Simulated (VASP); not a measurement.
# Li4In (Im-3m) in VASP: single point with PBE

Aim: the single point of Li4In with PBE.

All numbers are computed with VASP 6.6.1; they aren't measurements. Logs are shortened: lines on timing, memory, paths and dates and some standing lists are left out, and cuts for length are marked.

## (1) The cell of the first run

Symmetry: Im-3m, No. 229, cubic system. The conventional cell has a = 5.242 Å, b = 5.242 Å, c = 5.242 Å, α = 90.00°, β = 90.00°, γ = 90.00°. Li (site symmetry -3m) has 2 In at 2.27 Å and 6 Li at 2.62 Å within 3.0 Å. Within 3.0 Å of In (site symmetry m-3m) lie 8 Li at 2.27 Å.

The cell was generated, and may not be a known phase.

## (2) Single point, PBE

File INCAR:

```
SYSTEM = Li4In
ALGO = Normal
EDIFF = 1E-6
ENCUT = 520
GGA = PE
ISIF = 2
ISMEAR = 0
LASPH = .TRUE.
LCHARG = .FALSE.
LREAL = .FALSE.
LWAVE = .FALSE.
NBANDS = 20
NELM = 100
PREC = Accurate
SIGMA = 0.1
```

File KPOINTS:

```
k-points
0
G
  6 6 6
  0 0 0
```

File POSCAR:

```
Li4In
1.0
   -2.6208825800      2.6208825800      2.6208825800
    2.6208825800     -2.6208825800      2.6208825800
    2.6208825800      2.6208825800     -2.6208825800
Li In
4 1
Direct
    0.0000000000      0.0000000000      0.5000000000
    0.0000000000      0.5000000000      0.0000000000
    0.5000000000      0.0000000000      0.0000000000
    0.5000000000      0.5000000000      0.5000000000
    0.0000000000      0.0000000000      0.0000000000
```

Potentials or basis: VASP PAW PBE potentials, release 64 (Li_sv, In_d).

Run with:

```
$ cat potpaw_PBE.64/Li_sv/POTCAR potpaw_PBE.64/In_d/POTCAR > POTCAR
$ mpirun -np 1 vasp_std > vasp.out
```

OUTCAR:

```text
SYSTEM = Li4In
   EDIFF = 1E-6
   ENCUT = 520
   GGA = PE
   ISIF = 2
   ISMEAR = 0
   LASPH = .TRUE.
   LREAL = .FALSE.
   NELM = 100
   PREC = Accurate

 ion  position               nearest neighbor table
   1  0.000  0.000  0.500-   5 2.27   5 2.27
   2  0.000  0.500  0.000-   5 2.27   5 2.27
   3  0.500  0.000  0.000-   5 2.27   5 2.27
   4  0.500  0.500  0.500-   5 2.27   5 2.27
   5  0.000  0.000  0.000-   1 2.27   2 2.27   3 2.27   4 2.27   1 2.27   2 2.27   3 2.27   4 2.27

  LATTYP: Found a body centered cubic cell.
 ALAT       =     5.2417651600

  Lattice vectors:

 A1 = (  -2.6208825800,   2.6208825800,   2.6208825800)
 A2 = (   2.6208825800,  -2.6208825800,   2.6208825800)
 A3 = (   2.6208825800,   2.6208825800,  -2.6208825800)

Analysis of symmetry for initial positions (statically):
=====================================================================
 Subroutine PRICEL returns:
 Original cell was already a primitive cell.

 Routine SETGRP: Setting up the symmetry group for a
 body centered cubic supercell.

 Subroutine GETGRP returns: Found 48 space group operations
 (whereof 48 operations were pure point group operations)
 out of a pool of 48 trial point group operations.

The static configuration has the point symmetry O_h .

Analysis of symmetry for dynamics (positions and initial velocities):
=====================================================================
 Subroutine PRICEL returns:
 Original cell was already a primitive cell.

 Routine SETGRP: Setting up the symmetry group for a
 body centered cubic supercell.

 Subroutine GETGRP returns: Found 48 space group operations
 (whereof 48 operations were pure point group operations)
 out of a pool of 48 trial point group operations.

The dynamic configuration has the point symmetry O_h .

 Subroutine INISYM returns: Found 48 space group operations
 (whereof 48 operations are pure point group operations),
 and found     1 'primitive' translations

----------------------------------------------------------------------------------------

                                     Primitive cell

  volume of cell :      72.0116

  direct lattice vectors                    reciprocal lattice vectors
    -2.620882580  2.620882580  2.620882580     0.000000000  0.190775430  0.190775430
     2.620882580 -2.620882580  2.620882580     0.190775430  0.000000000  0.190775430
[... 83 lines left out ...]
   LREAL  =      F    real-space projection
   EDIFFG = 0.1E-04   stopping-criterion for IOM
   NSW    =      0    number of steps for IOM
   IBRION =     -1    ionic relax: 0-MD 1-quasi-New 2-CG
   NFREE  =      0    steps in history (QN), initial steepest desc. (CG)
   ISIF   =      2    stress and relaxation
   ISYM   =      2    0-nonsym 1-usesym 2-fastsym
   POTIM  = 0.5000    time-step for ionic-motion
   TEBEG  =    0.0;   TEEND  =   0.0 temperature during run
   PSTRESS=    0.0 pullay stress
   NELECT =      25.0000    total number of electrons
   NUPDOWN=      -1.0000    fix difference up-down
   EMIN   =  10.00;   EMAX   =-10.00  energy-range for DOS
   EFERMI =   0.00;   METHOD = LEGACY
   ISMEAR =     0;   SIGMA  =   0.10  broadening in eV -4-tet -1-fermi 0-gaus
   EFERMI_NEDOS =   21; number of points for ismear=-14 and -15
   IALGO  =     38    algorithm
   IMIX   =      4    mixing-type and parameters
     AMIX     =   0.40;   BMIX     =  1.00
     AMIX_MAG =   1.60;   BMIX_MAG =  1.00
  volume/ion in A,a.u.               =      14.40        97.19
  Fermi-wavevector in a.u.,A,eV,Ry     =   1.150590  2.174300 18.012174  1.323857
  Thomas-Fermi vector in A             =   2.287253
   LORBIT       =      0    0 simple, 1 ext, 2 COOP (PROOUT), +10 PAW based schemes
   GGA     = PE    functional components
   LHFCALC =     F    Hartree Fock is set to
   AEXX    =    0.0000 exact exchange contribution
   IVDW    =     0    specifies the selected vdW correction
   LEPSILON=     F    determine dielectric tensor
   LRPA    =     F    only Hartree local field effects (RPA)
 non-spin polarized calculation
 Gauss-broadening in eV      SIGMA  =   0.10
  energy-cutoff  :      520.00
  volume of cell :       72.01
 maximum number of plane-waves:      1962
 NGX is ok and might be reduce to    36
   NGX = 17   NGY = 17   NGZ = 17

 number of electron      24.9999960 magnetization

 Free energy of the ion-electron system (eV)
  ---------------------------------------------------
  ext. energy  EPLUGINS =         0.00000000
  ---------------------------------------------------
  free energy    TOTEN  =        -6.77961277 eV

  energy without entropy =       -6.76903870  energy(sigma->0) =       -6.77432574

 E-fermi :   4.0840     XC(G=0):  -8.9845

 val. band max:        4.0650553188   @ k =   0.1667   0.0000   0.0000
 cond. band min:       4.1184323008   @ k =  -0.1667   0.1667   0.1667
 fundamental gap:      0.0533769820
 Fermi energy:         4.0839739782

 k-point     1 :       0.0000    0.0000    0.0000
  band No.  band energies     occupation
      1     -42.0051      2.00000
      2     -41.9340      2.00000
      3     -41.9340      2.00000
      4     -41.9339      2.00000
      5     -10.6074      2.00000
      6     -10.6074      2.00000
[... 357 lines left out ...]
     19      13.1519      0.00000
     20      13.1519      0.00000

------------------------ aborting loop because EDIFF is reached ----------------------------------------

  FORCE on cell =-STRESS in cart. coord.  units (eV):
  Direction    XX          YY          ZZ          XY          YZ          ZX
  --------------------------------------------------------------------------------------
  -------------------------------------------------------------------------------------
  Total       11.6889129     11.6889129     11.6889129      0.0000000     -0.0000000      0.0000000
  in kB      260.0650675    260.0650675    260.0650675      0.0000000     -0.0000000      0.0000000
  external PRESSURE =     260.0650675 kB  Pullay stress =       0.0000000 kB

 VOLUME and BASIS-vectors are now :
 -----------------------------------------------------------------------------
  energy-cutoff  :      520.00
  volume of cell :       72.01
      direct lattice vectors                 reciprocal lattice vectors
    -2.620882580  2.620882580  2.620882580     0.000000000  0.190775430  0.190775430
     2.620882580 -2.620882580  2.620882580     0.190775430  0.000000000  0.190775430
     2.620882580  2.620882580 -2.620882580     0.190775430  0.190775430  0.000000000

 POSITION                                       TOTAL-FORCE (eV/Angst)
 -----------------------------------------------------------------------------------
      1.31044      1.31044     -1.31044         0.000000     -0.000000      0.000000
      1.31044     -1.31044      1.31044         0.000000      0.000000     -0.000000
     -1.31044      1.31044      1.31044        -0.000000      0.000000     -0.000000
      1.31044      1.31044      1.31044         0.000000      0.000000     -0.000000
      0.00000      0.00000      0.00000         0.000000      0.000000      0.000000
 -----------------------------------------------------------------------------------
    total drift:                               -0.000000     -0.000000      0.000000

  FREE ENERGIE OF THE ION-ELECTRON SYSTEM (eV)
  ---------------------------------------------------
  free  energy   TOTEN  =        -6.7796127727 eV

  energy  without entropy=       -6.7690387021  energy(sigma->0) =       -6.77432574
```

OSZICAR:

```text
N       E                     dE             d eps       ncg     rms          rms(c)
DAV:   1     0.180100426800E+03    0.18010E+03   -0.11692E+04   640   0.144E+03
DAV:   2     0.188401443611E+02   -0.16126E+03   -0.15769E+03   652   0.359E+02
DAV:   3    -0.450824719737E+01   -0.23348E+02   -0.23098E+02  1176   0.957E+01
DAV:   4    -0.684511533447E+01   -0.23369E+01   -0.23166E+01   976   0.322E+01
DAV:   5    -0.700188098294E+01   -0.15677E+00   -0.15664E+00  1044   0.700E+00    0.506E+00
DAV:   6    -0.682737755112E+01    0.17450E+00   -0.19453E-01   844   0.521E+00    0.207E+00
DAV:   7    -0.677783275983E+01    0.49545E-01   -0.11409E-01   892   0.327E+00    0.815E-01
DAV:   8    -0.677954289385E+01   -0.17101E-02   -0.13373E-02   992   0.566E-01    0.155E-01
DAV:   9    -0.677960842516E+01   -0.65531E-04   -0.91440E-04   852   0.197E-01    0.495E-02
DAV:  10    -0.677961318423E+01   -0.47591E-05   -0.60268E-05   980   0.562E-02    0.301E-02
DAV:  11    -0.677961277266E+01    0.41156E-06   -0.97309E-06   848   0.246E-02
   1 F= -.67796128E+01 E0= -.67743257E+01  d E =-.105741E-01
```

stdout:

```text
POSCAR found type information on POSCAR LiIn
 POSCAR found :  2 types and       5 ions
 scaLAPACK will be used
 LDA part: xc-table for (Slater+PW92), standard interpolation
 POSCAR, INCAR and KPOINTS ok, starting setup
 FFT: planning ... GRIDC
 FFT: planning ... GRID_SOFT
 FFT: planning ... GRID
 WAVECAR not read
 entering main loop
```

Wall time 53 s (1 thread of Oxide Virtual Turin-like, shared host); peak memory 0.17 GiB.

What came out:

```
Free energy            : -6.7796 eV
Band gap on the k mesh : zero (an odd number of electrons rules out a gap without spin polarisation)
```

Caveat: the cutoff is under 1.25 times the usual one of these potentials, so pressure, stress and relaxed cells hold a basis-set (Pulay) error; spin-orbit coupling is left out, which moves the levels of the heavy elements.

The gap in the log of VASP goes by the Fermi energy; the results here count the filled bands.